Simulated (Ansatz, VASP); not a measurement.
TaN in VASP and in Ansatz

```
CELL_PARAMETERS angstrom
3.28122 0.00000 0.00000
-1.64061 2.84162 0.00000
0.00000 0.00000 5.63123
ATOMIC_POSITIONS crystal
Ta 0.33333 0.66667 0.03049
Ta 0.66667 0.33333 0.53049
N 0.33333 0.66667 0.35451
N 0.66667 0.33333 0.85451
```

Alike in both runs: task single point; functional PBE; k mesh 18 × 18 × 8; occupations gaussian, width 0.15 eV; no spin polarisation.

|  | VASP | Ansatz |
| --- | --- | --- |
| version | VASP 6.6.1 | Ansatz 0.2.0 |
| potentials or method | VASP PAW PBE potentials, release 64 (Ta_pv, N), cutoff 520 eV | scalar-relativistic, plane waves, PAW |
| valence electrons in the cell | 32 | 36 |

|  | VASP | Ansatz | Ansatz less VASP |
| --- | --- | --- | --- |
| gap on the k mesh at the Fermi level (eV) | none | none | - |
| pressure (GPa) | 12.7 | 11.7 | -0.94 |
| traceless stress, the component that is largest in VASP (GPa) | 38.42 | 37.31 | -1.104 |
| rms of the force components (eV/Å) | 2.061 | 1.985 | -0.0758 |

Atom by atom the forces differ by 0.076 eV/Å (rms over components). A gap of «none» marks a metal or a gap that the smearing closes. With one functional, cell and mesh, what is left measures potentials, basis and numerics. VASP's potentials hold 32 valence electrons a cell and Ansatz's 36, so a difference there can come from the potentials and not from the codes.

Spin-orbit coupling is off throughout.
